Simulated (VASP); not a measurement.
Input of a VASP 6.6.1 run:

The input INCAR:

```
SYSTEM = NaW
PREC = Accurate
ENCUT = 520
EDIFF = 1E-7
ISMEAR = 0
SIGMA = 0.1
LREAL = .False.
LASPH = .True.
NELM = 60
ALGO = Fast
ISIF = 2
LWAVE = .False.
LCHARG = .False.
GGA = PE
NBANDS = 29
```

File KPOINTS:

```
Automatic mesh
0
Gamma
  10 18 8
  0 0 0
```

File POSCAR:

```
NaW
1.0
    4.7600697993      0.0000000000      0.0000000000
    0.0000000000      2.6229916813      0.0000000000
    0.0000000000      0.0000000000      6.5171214197
Na W
2 2
Direct
    0.7500000000      0.0000000000      0.6285837378
    0.2500000000      0.0000000000      0.3714162622
    0.7500000000      0.5000000000      0.0761206131
    0.2500000000      0.5000000000      0.9238793869
```

Potentials or basis: VASP PAW PBE potentials, release 64 (Na_pv, W_sv).

Command:

```bash
$ cat potpaw_PBE.64/Na_pv/POTCAR potpaw_PBE.64/W_sv/POTCAR > POTCAR
$ mpirun -np 1 vasp_std > vasp.out
```

Q: What does it give for the band gap on the k mesh?

A: Zero (bands 21 and 22 overlap by 2.07 eV).

Q: Predict the largest force.

A: 0.032 eV/Å.

Q: Estimate the pressure.

A: 0.2 GPa.

Stress tensor (GPa, compression positive):
```
0.29 0.00 0.00
0.00 0.31 0.00
0.00 0.00 0.05
```

Caveat: spin-orbit coupling is left out, which moves the levels of the heavy elements.
